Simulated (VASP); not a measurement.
Write the native input for VASP 6.6.1 that does the following.

```
Task                   : single point
Functional             : LDA
Potentials or basis    : VASP PAW LDA potentials, release 64 (Ca_sv, V_sv, O)
Cutoff                 : 600 eV
k mesh                 : 6 × 6 × 6
Occupations            : gaussian, width 0.1 eV
Spin                   : collinear spin, ferromagnetic start
Starting moments       : [0.0, 1.0, 0.0, 0.0, 0.0] μB
Hubbard terms          : V d U = 6.0 eV
Dipole correction      : no
Further INCAR settings : ALGO = Normal; EDIFF = 1e-06; NBANDS = 32
```

The structure of CaVO3 lies in POSCAR:

```
CaVO3
1.0
    3.8304060000      0.0000000000      0.0000000000
    0.0000000000      3.8304060000      0.0000000000
    0.0000000000      0.0000000000      3.8304060000
Ca V O
1 1 3
Direct
    0.0000000000      0.0000000000      0.0000000000
    0.5000000000      0.5000000000      0.5000000000
    0.5000000000      0.5000000000      0.0000000000
    0.0000000000      0.5000000000      0.5000000000
    0.5000000000      0.0000000000      0.5000000000
```

These files were run (other wordings do the same):

INCAR

```
PREC = Accurate
ENCUT = 600
EDIFF = 1E-6
ISMEAR = 0
SIGMA = 0.1
LREAL = F
LASPH = T
NELM = 200
ALGO = Normal
ISIF = 2
LWAVE = F
LCHARG = T
ISPIN = 2
MAGMOM = 0 1 0 0 0
LORBIT = 11
LMAXMIX = 4
LDAU = T
LDAUTYPE = 2
LDAUL = -1 2 -1
LDAUU = 0 6 0
LDAUJ = 0 0 0
LDAUPRINT = 1
LELF = T
LVHAR = T
NBANDS = 32
GGA_COMPAT = F
```

KPOINTS

```
regular mesh
0
Gamma
  6 6 6
```

Potentials or basis: VASP PAW LDA potentials, release 64 (Ca_sv, V_sv, O).

Launch:

```console
$ cat potpaw_LDA.64/Ca_sv/POTCAR potpaw_LDA.64/V_sv/POTCAR potpaw_LDA.64/O/POTCAR > POTCAR
$ mpirun -np 1 vasp_std > vasp.out
```

It gave:

The pressure is -8.0 GPa and the band gap on the k mesh is zero (filled and empty bands overlap). The net moment is 1.00 μB per cell and the site moments are Ca +0.00; V +1.17; O -0.07 μB. The valence electrons inside the program's atomic spheres are Ca 8.05; V 11.49; O 5.02.

Caveat: the cell stands under tension.

Run time: 35 s on 1 thread of Intel(R) Xeon(R) Platinum 8488C (Sapphire Rapids) (shared host), peak memory 0.21 GiB.
